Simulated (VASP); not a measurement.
# Ag (P6/mmm) in VASP: further runs

The runs below take Ag through single point, with RPBE.

Program: VASP 6.6.1. These are calculated values, not measurements. Logs are shortened: lines on timing, memory, paths and dates and some standing lists are left out, and cuts for length are marked.

## 1. The cell of the first run

Symmetry: P6/mmm, No. 191, hexagonal system. The conventional cell has a = 4.862 Å, b = 4.862 Å, c = 2.915 Å, α = 90.00°, β = 90.00°, γ = 120.00°. Ag (site symmetry 6/mmm) has 14 Ag at 2.91 to 3.16 Å within 3.8 Å. Ag (site symmetry -6m2) has 11 Ag at 2.81 to 3.16 Å within 3.7 Å.

## 2. Single point, RPBE (volume scaled by 1.04)

INCAR reads:

```
SYSTEM = Ag
ALGO = Normal ; EDIFF = 1E-7
ENCUT = 520 ; GGA = RP
ISIF = 2 ; ISMEAR = -1
LASPH = .True. ; LCHARG = .False.
LREAL = .False. ; LWAVE = .False.
NBANDS = 24 ; NELM = 60
PREC = Accurate ; SIGMA = 0.1
```

KPOINTS reads:

```
k-points
0
Gamma
  9 9 12
  0 0 0
```

POSCAR reads:

```
Ag
1.0
    4.8618283637      0.0000000000      0.0000000000
   -2.4309141819      4.2104668718      0.0000000000
    0.0000000000      0.0000000000      2.9146579727
Ag
3
Direct
    1.0000000000      1.0000000000      0.0000000000
    0.3333333333      0.6666666667      0.5000000000
    0.6666666667      0.3333333333      0.5000000000
```

Potentials or basis: VASP PAW PBE potentials, release 64 (Ag).

Command:

```sh
cat potpaw_PBE.64/Ag/POTCAR > POTCAR
mpirun -np 1 vasp_std > vasp.out
```

OUTCAR:

```text
SYSTEM = Ag
   EDIFF = 1E-7
   ENCUT = 520
   GGA = RP
   ISIF = 2
   ISMEAR = -1
   LASPH = .True.
   LREAL = .False.
   NELM = 60
   PREC = Accurate

 ion  position               nearest neighbor table
   1  0.000  0.000  0.000-   2 3.16   3 3.16   2 3.16   3 3.16   3 3.16   3 3.16   2 3.16   2 3.16
                             3 3.16   3 3.16   2 3.16   2 3.16
   2  0.333  0.667  0.500-   3 2.81   3 2.81   3 2.81   1 3.16   1 3.16   1 3.16   1 3.16   1 3.16
                             1 3.16
   3  0.667  0.333  0.500-   2 2.81   2 2.81   2 2.81   1 3.16   1 3.16   1 3.16   1 3.16   1 3.16
                             1 3.16

  LATTYP: Found a hexagonal cell.
 ALAT       =     4.8618283637
 C/A-ratio  =     0.5994983275

  Lattice vectors:

 A1 = (   4.8618283637,   0.0000000000,   0.0000000000)
 A2 = (  -2.4309141819,   4.2104668718,   0.0000000000)
 A3 = (   0.0000000000,   0.0000000000,   2.9146579727)

Analysis of symmetry for initial positions (statically):
=====================================================================
 Subroutine PRICEL returns:
 Original cell was already a primitive cell.

 Routine SETGRP: Setting up the symmetry group for a
 hexagonal supercell.

 Subroutine GETGRP returns: Found 24 space group operations
 (whereof 24 operations were pure point group operations)
 out of a pool of 24 trial point group operations.

The static configuration has the point symmetry D_6h.

Analysis of symmetry for dynamics (positions and initial velocities):
=====================================================================
 Subroutine PRICEL returns:
 Original cell was already a primitive cell.

 Routine SETGRP: Setting up the symmetry group for a
 hexagonal supercell.

 Subroutine GETGRP returns: Found 24 space group operations
 (whereof 24 operations were pure point group operations)
 out of a pool of 24 trial point group operations.

The dynamic configuration has the point symmetry D_6h.

 Subroutine INISYM returns: Found 24 space group operations
 (whereof 24 operations are pure point group operations),
 and found     1 'primitive' translations

----------------------------------------------------------------------------------------

                                     Primitive cell

  volume of cell :      59.6647

  direct lattice vectors                    reciprocal lattice vectors
[... 80 lines left out ...]
   PREC   = accura    normal or accurate (medium, high low for compatibility)
   ISTART =      0    job   : 0-new  1-cont  2-samecut
   ICHARG =      2    charge: 1-file 2-atom 10-const
   ISPIN  =      1    spin polarized calculation?
   LNONCOLLINEAR =      F non collinear calculations
   LSORBIT =      F    spin-orbit coupling
   LASPH  =      T    aspherical Exc in radial PAW
   ENCUT  =  520.0 eV  38.22 Ry    6.18 a.u.   9.04  9.04  5.42*2*pi/ulx,y,z
   NELM   =     60;   NELMIN=  2; NELMDL= -5     # of ELM steps
   EDIFF  = 0.1E-06   stopping-criterion for ELM
   LREAL  =      F    real-space projection
   EDIFFG = 0.1E-05   stopping-criterion for IOM
   NSW    =      0    number of steps for IOM
   IBRION =     -1    ionic relax: 0-MD 1-quasi-New 2-CG
   NFREE  =      0    steps in history (QN), initial steepest desc. (CG)
   ISIF   =      2    stress and relaxation
   ISYM   =      2    0-nonsym 1-usesym 2-fastsym
   POTIM  = 0.5000    time-step for ionic-motion
   TEBEG  =    0.0;   TEEND  =   0.0 temperature during run
   PSTRESS=    0.0 pullay stress
   NELECT =      33.0000    total number of electrons
   NUPDOWN=      -1.0000    fix difference up-down
   EMIN   =  10.00;   EMAX   =-10.00  energy-range for DOS
   EFERMI =   0.00;   METHOD = LEGACY
   ISMEAR =    -1;   SIGMA  =   0.10  broadening in eV -4-tet -1-fermi 0-gaus
   EFERMI_NEDOS =   21; number of points for ismear=-14 and -15
   IALGO  =     38    algorithm
   IMIX   =      4    mixing-type and parameters
     AMIX     =   0.40;   BMIX     =  1.00
     AMIX_MAG =   1.60;   BMIX_MAG =  1.00
  volume/ion in A,a.u.               =      19.89       134.21
  Fermi-wavevector in a.u.,A,eV,Ry     =   1.343818  2.539447 24.570022  1.805846
  Thomas-Fermi vector in A             =   2.471861
   LORBIT       =      0    0 simple, 1 ext, 2 COOP (PROOUT), +10 PAW based schemes
   GGA     = RP    functional components
   LHFCALC =     F    Hartree Fock is set to
   AEXX    =    0.0000 exact exchange contribution
   IVDW    =     0    specifies the selected vdW correction
   LEPSILON=     F    determine dielectric tensor
   LRPA    =     F    only Hartree local field effects (RPA)
 non-spin polarized calculation
  energy-cutoff  :      520.00
  volume of cell :       59.66
 maximum number of plane-waves:      1626
   NGX = 19   NGY = 19   NGZ = 11

 number of electron      33.0000009 magnetization

 Free energy of the ion-electron system (eV)
  ---------------------------------------------------
  ext. energy  EPLUGINS =         0.00000000
  ---------------------------------------------------
  free energy    TOTEN  =        -6.42137486 eV

  energy without entropy =       -6.39001285  energy(sigma->0) =       -6.40569385

 E-fermi :   6.6984     XC(G=0): -11.1592

 val. band max:        6.6826279428   @ k =   0.4444   0.1111   0.4167
 cond. band min:       6.7175471201   @ k =   0.1111  -0.0000   0.5000
 fundamental gap:      0.0349191773
 Fermi energy:         6.6984219835

 k-point     1 :       0.0000    0.0000    0.0000
  band No.  band energies     occupation
      1      -0.0545      2.00000
      2       1.0712      2.00000
      3       1.9197      2.00000
      4       2.0606      2.00000
      5       2.1445      2.00000
      6       2.1445      2.00000
[... 637 lines left out ...]
     23      20.3013      0.00000
     24      20.3189      0.00000

 [... further k-points ...]
[... 5 lines left out ...]
  --------------------------------------------------------------------------------------
  -------------------------------------------------------------------------------------
  Total       -0.8786545     -0.8786545     -1.0205065      0.0000000      0.0000000      0.0000000
  in kB      -23.5945244    -23.5945244    -27.4036806      0.0000000      0.0000000      0.0000000
  external PRESSURE =     -24.8642431 kB  Pullay stress =       0.0000000 kB

 VOLUME and BASIS-vectors are now :
 -----------------------------------------------------------------------------
  energy-cutoff  :      520.00
  volume of cell :       59.66
      direct lattice vectors                 reciprocal lattice vectors
     4.861828364  0.000000000  0.000000000     0.205683937  0.118751677  0.000000000
    -2.430914182  4.210466872  0.000000000     0.000000000  0.237503353  0.000000000
     0.000000000  0.000000000  2.914657973     0.000000000  0.000000000  0.343093430

 POSITION                                       TOTAL-FORCE (eV/Angst)
 -----------------------------------------------------------------------------------
      0.00000      0.00000      0.00000        -0.000000      0.000000      0.000000
     -0.00000      2.80698      1.45733        -0.000000      0.000000     -0.000000
      2.43091      1.40349      1.45733         0.000000     -0.000000      0.000000
 -----------------------------------------------------------------------------------
    total drift:                                0.000000      0.000000     -0.000000

  FREE ENERGIE OF THE ION-ELECTRON SYSTEM (eV)
  ---------------------------------------------------
  free  energy   TOTEN  =        -6.4213748560 eV

  energy  without entropy=       -6.3900128514  energy(sigma->0) =       -6.40569385
```

OSZICAR:

```text
N       E                     dE             d eps       ncg     rms          rms(c)
DAV:   1     0.203435601851E+03    0.20344E+03   -0.16223E+04  4056   0.130E+03
DAV:   2    -0.354771511088E+01   -0.20698E+03   -0.19240E+03  4240   0.297E+02
DAV:   3    -0.685661509837E+01   -0.33089E+01   -0.32974E+01  4736   0.434E+01
DAV:   4    -0.686937243002E+01   -0.12757E-01   -0.12757E-01  4512   0.263E+00
DAV:   5    -0.686951680224E+01   -0.14437E-03   -0.14437E-03  4984   0.307E-01    0.599E+00
DAV:   6    -0.642965872127E+01    0.43986E+00   -0.13531E+00  4424   0.105E+01    0.440E+00
DAV:   7    -0.642314881418E+01    0.65099E-02   -0.18255E-02  4696   0.989E-01    0.260E+00
DAV:   8    -0.642128040826E+01    0.18684E-02   -0.34581E-03  4584   0.465E-01    0.936E-02
DAV:   9    -0.642133759921E+01   -0.57191E-04   -0.45248E-05  4976   0.482E-02    0.439E-02
DAV:  10    -0.642137361717E+01   -0.36018E-04   -0.28769E-05  4648   0.459E-02    0.103E-02
DAV:  11    -0.642137486303E+01   -0.12459E-05   -0.55091E-07  4840   0.757E-03    0.184E-03
DAV:  12    -0.642137485601E+01    0.70181E-08   -0.31996E-08  3096   0.180E-03
   1 F= -.64213749E+01 E0= -.64056939E+01  d E =-.313620E-01
```

It took 3.3 min on 1 thread of AMD EPYC 7R13, shared host; peak memory 0.21 GiB.

Results:

```yaml
Free_energy: -6.4214 eV
Pressure: -2.5 GPa
```

Levels at points of the mesh, in eV from the Fermi level:
```tsv
k point	band 12	band 13	band 14	band 15	band 16	band 17	band 18	band 19	band 20	band 21
(0.00, 0.00, 0.00)	-3.81	-3.75	-3.75	-2.97	-2.97	4.15	4.15	4.16	4.16	4.23
(0.00, 0.00, 0.50)	-3.29	-3.10	-3.10	-2.62	-0.47	-0.04	6.55	6.94	6.94	7.37
```

Caveat: the PAW data sets were made with another functional, which shifts forces and pressure a little.

## 3. Single point, RPBE (volume scaled by 1.08)

INCAR reads:

```
SYSTEM = Ag
ALGO     = Normal         ! electronic algorithm
EDIFF    = 1E-6           ! SCF threshold, eV
ENCUT    = 520            ! plane-wave cutoff, eV
GGA      = RP             ! functional
ISIF     = 2              ! what is computed and relaxed
ISMEAR   = -1             ! smearing method
LASPH    = .True.         ! aspherical terms in the spheres
LCHARG   = .True.         ! write CHGCAR
LELF     = .True.         ! ELF
LREAL    = .False.        ! projectors in reciprocal space
LVHAR    = .True.       
LWAVE    = .False.        ! write WAVECAR
NBANDS   = 24             ! bands
NELM     = 60             ! most SCF steps
PREC     = Accurate       ! precision mode
SIGMA    = 0.1            ! smearing width, eV
```

KPOINTS is that of step 2.

POSCAR reads:

```
Ag
1.0
    4.9233770288      0.0000000000      0.0000000000
   -2.4616885144      4.2637695794      0.0000000000
    0.0000000000      0.0000000000      2.9515562945
Ag
3
Direct
    1.0000000000      1.0000000000      0.0000000000
    0.3333333333      0.6666666667      0.5000000000
    0.6666666667      0.3333333333      0.5000000000
```

Potentials or basis: VASP PAW PBE potentials, release 64 (Ag).

Command:

```sh
cat potpaw_PBE.64/Ag/POTCAR > POTCAR
mpirun -np 1 vasp_std > vasp.out
```

Wall time 4 min (1 thread of AMD EPYC 7R13, shared host); peak memory 0.21 GiB.

It converged, with:

```
Free energy : -6.3731 eV
Pressure    : -4.3 GPa
```

Stress tensor (GPa, compression positive):
```
-4.23  0.00  0.00
 0.00 -4.23  0.00
 0.00  0.00 -4.44
```

Levels at points of the mesh, in eV from the Fermi level:
```tsv
k point	band 13	band 14	band 15	band 16	band 17	band 18	band 19	band 20
(0.00, 0.00, 0.00)	-3.69	-3.69	-2.96	-2.96	4.04	4.05	4.05	4.07
(0.00, 0.00, 0.50)	-3.09	-3.09	-2.64	-0.46	-0.09	6.43	6.80	6.80
```

Caveat: the PAW data sets were made with another functional, which shifts forces and pressure a little.
